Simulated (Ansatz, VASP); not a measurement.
**CuO: VASP beside Ansatz**

File INCAR:

```
SYSTEM = CuO
PREC = Accurate
ENCUT = 520
EDIFF = 1E-6
ISMEAR = 0
SIGMA = 0.1
LREAL = .FALSE.
LASPH = .TRUE.
NELM = 100
ALGO = Normal
ISIF = 2
LWAVE = .FALSE.
LCHARG = .TRUE.
GGA = PE
LELF = .TRUE.
LVHAR = .TRUE.
NBANDS = 16
```

KPOINTS

```
regular mesh
0
G
  22 22 22
  0 0 0
```

POSCAR

```
CuO
1.0
    0.0000000000      2.0787182487      2.0787182487
    2.0787182487      0.0000000000      2.0787182487
    2.0787182487      2.0787182487      0.0000000000
Cu O
1 1
Direct
    0.0000000000      0.0000000000      0.0000000000
    0.5000000000      0.5000000000      0.5000000000
```

Input for Ansatz:

```yaml
crystal:
  lattice:
    - [0.0, 2.0787182487, 2.0787182487]
    - [2.0787182487, 0.0, 2.0787182487]
    - [2.0787182487, 2.0787182487, 0.0]
  atoms:
    - { symbol: Cu, position: [0.0, 0.0, 0.0] }
    - { symbol: O, position: [0.5, 0.5, 0.5] }
basis:
  ecutwfc: 420
kpoints:
  mp_grid: { grid: [22, 22, 22] }
hamiltonian:
  xc: pbe
scf:
  occupations: { method: gaussian, width: 0.1 }
output:
  forces: true
  stress: true
  eigenvalues: true
```

Alike in both runs: task single point; functional PBE; k mesh 22 × 22 × 22; occupations gaussian, width 0.1 eV; no spin polarisation.

|  | VASP | Ansatz |
| --- | --- | --- |
| version | VASP 6.6.1 | Ansatz 0.2.0 |
| potentials or method | VASP PAW PBE potentials, release 64 (Cu, O), cutoff 520 eV | scalar-relativistic, plane waves, PAW |
| valence electrons in the cell | 17 | 25 |

```tsv
	VASP	Ansatz	Ansatz less VASP
gap on the k mesh at the Fermi level (eV)	none	none	-
pressure (GPa)	13.1	12.7	-0.41
```

A gap of «none» marks a metal or a gap that the smearing closes. VASP's potentials hold 17 valence electrons a cell and Ansatz's 25, so a difference there can come from the potentials and not from the codes.
